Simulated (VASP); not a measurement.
# In2Ga3As5 (an interface model) in VASP: notebook, part 2 of 2

VASP 6.6.1. Earlier steps stand in the parts before.

## Step 3: Single point, PBEsol

The input, INCAR:

```
SYSTEM = In2Ga3As5
  ALGO = Normal
  EDIFF = 1E-7
  ENCUT = 520
  GGA = PS
  ISIF = 2
  ISMEAR = -1
  LASPH = .True.
  LCHARG = .False.
  LREAL = Auto
  LWAVE = .False.
  NBANDS = 106
  NELM = 60
  PREC = Accurate
  SIGMA = 0.05
```

The input, KPOINTS:

```
k-points
0
Gamma
  4 3 1
  0 0 0
```

The input, POSCAR:

```
In2Ga3As5
1.0
    3.0436690000     -3.0436690000      0.0000000000
    0.0000000000      0.0000000000      6.0873370000
  -14.0965830000    -14.0965830000      0.0000000000
In Ga As
4 6 10
Direct
    0.9855240000      0.9929330000      0.7835440000
    0.0075600000      0.9980520000      0.5677820000
    0.4930540000      0.4969520000      0.6766620000
    0.5044210000      0.4913850000      0.8920570000
    0.9950530000      0.0055920000      0.3758860000
    0.9890280000      0.0055270000      0.9988440000
    0.0132730000      0.0010160000      0.1898320000
    0.4975200000      0.4920190000      0.2863430000
    0.5060000000      0.5019220000      0.4721250000
    0.4991390000      0.4892580000      0.0917620000
    0.0044460000      0.2525360000      0.6740980000
    0.9887250000      0.2568810000      0.2823270000
    0.9818760000      0.2469350000      0.8896140000
    0.0128970000      0.2532750000      0.4712610000
    0.9857270000      0.2433650000      0.0988330000
    0.5180650000      0.7477540000      0.5679750000
    0.4976050000      0.7438410000      0.1917210000
    0.5059580000      0.7453800000      0.7853900000
    0.4897820000      0.7465490000      0.3801790000
    0.4989750000      0.7562460000      0.0008210000
```

Potentials or basis: VASP PAW PBE potentials, release 64 (In_d, Ga_d, As).

Run with:

```console
$ cat potpaw_PBE.64/In_d/POTCAR potpaw_PBE.64/Ga_d/POTCAR potpaw_PBE.64/As/POTCAR > POTCAR
$ mpirun -np 1 vasp_std > vasp.out
```

OUTCAR:

```text
SYSTEM = In2Ga3As5
   EDIFF = 1E-7
   ENCUT = 520
   GGA = PS
   ISIF = 2
   ISMEAR = -1
   LASPH = .True.
   LREAL = Auto
   NELM = 60
   PREC = Accurate

 ion  position               nearest neighbor table
   1  0.986  0.993  0.784-  18 2.56  13 2.62  11 2.70  18 2.70
   2  0.008  0.998  0.568-  14 2.47  16 2.60  11 2.63  16 2.67
   3  0.493  0.497  0.677-  11 2.58  18 2.64  16 2.65  11 2.66
   4  0.504  0.491  0.892-  13 2.54  18 2.63  13 2.70  20 2.70
   5  0.995  0.006  0.376-  12 2.41  14 2.43  19 2.65  19 2.69
   6  0.989  0.006  0.999-  15 2.46  20 2.60  13 2.63  20 2.67
[... 12 lines left out ...]
  19  0.490  0.747  0.380-   9 2.36   8 2.43   5 2.65   5 2.69
[... 953 lines left out ...]
  Total       -2.2811030     -2.1724656    -10.9374287     12.5922481      1.0244501      1.6959775
  in kB       -6.9965969     -6.6633846    -33.5472716     38.6229321      3.1421924      5.2019006
  external PRESSURE =     -15.7357510 kB  Pullay stress =       0.0000000 kB

 VOLUME and BASIS-vectors are now :
 -----------------------------------------------------------------------------
  energy-cutoff  :      520.00
  volume of cell :      522.36
      direct lattice vectors                 reciprocal lattice vectors
     3.043669000 -3.043669000  0.000000000     0.164275419 -0.164275419  0.000000000
     0.000000000  0.000000000  6.087337000     0.000000000  0.000000000  0.164275446
   -14.096583000-14.096583000  0.000000000    -0.035469589 -0.035469589  0.000000000

 POSITION                                       TOTAL-FORCE (eV/Angst)
 -----------------------------------------------------------------------------------
     -8.04568    -14.04490      6.04432         0.654730     -0.231329      0.239389
     -7.98078     -8.02680      6.07548        -0.398875     -0.844825     -0.651991
     -8.03793    -11.03932      3.02511         0.314398     -0.252900      0.235250
    -11.03966    -14.11025      2.99123        -0.674064      0.306510      0.474049
     -2.27010     -8.32732      0.03404        -0.197020     -0.087907     -0.865738
    -11.07001    -17.09056      0.03364         0.388332      0.259354     -0.291680
[... 12 lines left out ...]
     -3.86849     -6.84996      4.54450         0.440639      0.266884      1.091010
      1.50714     -1.53029      4.60352         0.346366      0.585623      0.428079
 -----------------------------------------------------------------------------------
    total drift:                                0.022130     -0.000401      0.024205

  FREE ENERGIE OF THE ION-ELECTRON SYSTEM (eV)
  ---------------------------------------------------
  free  energy   TOTEN  =       -86.2496723172 eV

  energy  without entropy=      -86.2408936455  energy(sigma->0) =      -86.24528298
```

OSZICAR:

```text
N       E                     dE             d eps       ncg     rms          rms(c)
DAV:   1     0.201195094473E+04    0.20120E+04   -0.75894E+04  1596   0.216E+03
DAV:   2     0.369656466392E+03   -0.16423E+04   -0.15961E+04  1516   0.637E+02
DAV:   3    -0.393008259124E+02   -0.40896E+03   -0.39018E+03  1698   0.248E+02
[... 10 lines left out ...]
DAV:  14    -0.862496691323E+02   -0.12045E-04   -0.15991E-04  1872   0.775E-02    0.112E-02
DAV:  15    -0.862496708930E+02   -0.17606E-05   -0.23726E-05  1800   0.492E-02    0.480E-03
DAV:  16    -0.862496719739E+02   -0.10809E-05   -0.10143E-05  2136   0.233E-02    0.303E-03
DAV:  17    -0.862496721782E+02   -0.20432E-06   -0.19244E-06  1408   0.793E-03    0.131E-03
DAV:  18    -0.862496723043E+02   -0.12609E-06   -0.32991E-07  1176   0.706E-03    0.124E-03
DAV:  19    -0.862496723172E+02   -0.12846E-07   -0.92006E-08   968   0.206E-03
   1 F= -.86249672E+02 E0= -.86245283E+02  d E =-.877867E-02
```

Run time: 7.1 min. Hardware: 1 thread of AMD EPYC 9R45 (Zen 5), shared host; peak memory 0.61 GiB.

Results:

- Free energy: -86.2497 eV
- Pressure: -1.6 GPa
- Largest force: 1.674 eV/Å
- Band gap on the k mesh: 0.22 eV, indirect (least direct gap 0.29 eV)

Forces on the atoms (eV/Å):
```
In   0.655 -0.231  0.239
In  -0.399 -0.845 -0.652
In   0.314 -0.253  0.235
In  -0.674  0.307  0.474
Ga  -0.197 -0.088 -0.866
Ga   0.388  0.259 -0.292
Ga  -0.497 -0.195 -1.408
Ga  -0.079  0.229 -0.221
Ga  -0.208 -0.367 -0.917
Ga  -0.607 -0.254 -0.124
As  -0.596 -0.082 -0.401
As   0.076 -0.261  0.371
As  -0.008 -1.162 -0.672
As   0.406  0.607  1.437
As   1.103  0.708  1.040
As  -0.600 -0.042 -0.187
As   0.492  0.221  0.529
As  -0.357  0.596 -0.106
As   0.441  0.267  1.091
As   0.346  0.586  0.428
```

Caveat: the PAW data sets were made with another functional, which shifts forces and pressure a little; spin-orbit coupling is left out, which moves the levels of the heavy elements.

## Step 4: Single point, PBEsol

The input, INCAR:

```
ALGO     = Normal         # electronic algorithm
EDIFF    = 1E-7           # SCF threshold, eV
ENCUT    = 520            # plane-wave cutoff, eV
GGA      = PS             # functional
ISIF     = 2              # what is computed and relaxed
ISMEAR   = -1             # smearing method
LASPH    = True           # aspherical terms in the spheres
LCHARG   = False          # write CHGCAR
LREAL    = Auto         
LWAVE    = False          # write WAVECAR
NBANDS   = 106            # bands
NELM     = 80             # most SCF steps
PREC     = Accurate       # precision mode
SIGMA    = 0.05           # smearing width, eV
```

The input, KPOINTS:

```
k-points
0
Gamma
  4 3 1
```

POSCAR is that of step 3.

Run with:

```console
$ cat potpaw_PBE.64/In_d/POTCAR potpaw_PBE.64/Ga_d/POTCAR potpaw_PBE.64/As/POTCAR > POTCAR
$ mpirun -np 1 vasp_std > vasp.out
```

Wall time 7.2 min (1 thread of AMD EPYC 9R45 (Zen 5), shared host); peak memory 0.61 GiB.

The run converged. Its results:

```
Free energy            : -86.2497 eV
Pressure               : -1.6 GPa
Largest force          : 1.674 eV/Å
Band gap on the k mesh : 0.22 eV, indirect (least direct gap 0.29 eV)
```

Forces on the atoms (eV/Å):
```
In   0.655 -0.231  0.239
In  -0.399 -0.845 -0.652
In   0.314 -0.253  0.235
In  -0.674  0.307  0.474
Ga  -0.197 -0.088 -0.866
Ga   0.388  0.259 -0.292
Ga  -0.497 -0.195 -1.408
Ga  -0.079  0.229 -0.221
Ga  -0.208 -0.367 -0.917
Ga  -0.607 -0.254 -0.124
As  -0.596 -0.082 -0.401
As   0.076 -0.261  0.371
As  -0.008 -1.162 -0.672
As   0.406  0.607  1.437
As   1.103  0.708  1.040
As  -0.600 -0.042 -0.187
As   0.492  0.221  0.529
As  -0.357  0.596 -0.106
As   0.441  0.267  1.091
As   0.346  0.586  0.428
```

Stress tensor (GPa, compression positive):
```
-0.70  3.86  0.52
 3.86 -0.67  0.31
 0.52  0.31 -3.35
```

Levels at points of the mesh, in eV from the valence-band top:
| k point | band 88 | band 89 | band 90 | band 91 | band 92 | band 93 |
| --- | --- | --- | --- | --- | --- | --- |
| (0.00, 0.00, 0.00) | -0.22 | -0.11 | -0.07 | 0.22 | 0.96 | 1.03 |
| (0.50, 0.00, 0.00) | -1.84 | -0.77 | -0.64 | 1.31 | 1.45 | 1.50 |

Caveat: the PAW data sets were made with another functional, which shifts forces and pressure a little; spin-orbit coupling is left out, which moves the levels of the heavy elements.
